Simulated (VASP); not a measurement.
**Cs: single point with PBEsol+D3(BJ)**

The system is Cs.

```
Cs
1.0
    -2.92260    2.92260    2.92260
     2.92260   -2.92260    2.92260
     2.92260    2.92260   -2.92260
Cs
1
Cartesian
  0.0000 0.0000 0.0000
```

| Property | Result |
| --- | --- |
| Program | VASP 6.6.1 |
| Task | single point |
| Functional | PBEsol |
| Dispersion | D3(BJ) |
| Potentials or basis | VASP PAW PBE potentials, release 64 (Cs_sv) |
| Cutoff | 520 eV |
| k mesh | 6 × 6 × 6 |
| Occupations | fermi-dirac, width 0.05 eV |
| Spin | no spin polarisation |

The pressure is 0.0 GPa and the dispersion energy per atom is -0.130 eV.

Levels at points of the mesh, in eV from the Fermi level:
```
           k point  band 1  band 2  band 3  band 4  band 5  band 6  band 7  band 8  band 9
(0.00, 0.00, 0.00)  -23.77  -10.46  -10.46  -10.46   -1.83    2.58    2.58    2.58    3.56
(0.50, 0.00, 0.00)  -23.76  -10.68  -10.53  -10.46   -0.04    1.05    1.62    3.44    4.09
(0.50, 0.50, 0.50)  -23.75  -10.62  -10.62  -10.62    0.52    0.52    3.39    3.39    3.39
```

It took 24 s on 1 thread of Intel(R) Xeon(R) Platinum 8375C CPU @ 2.90GHz (Ice Lake) (shared host), peak memory 0.23 GiB.

Caveat: three body term missing; the PAW data sets were made with another functional, which shifts forces and pressure a little; spin-orbit coupling is left out, which moves the levels of the heavy elements; pairwise dispersion overbinds metals, which lowers pressure and volume.
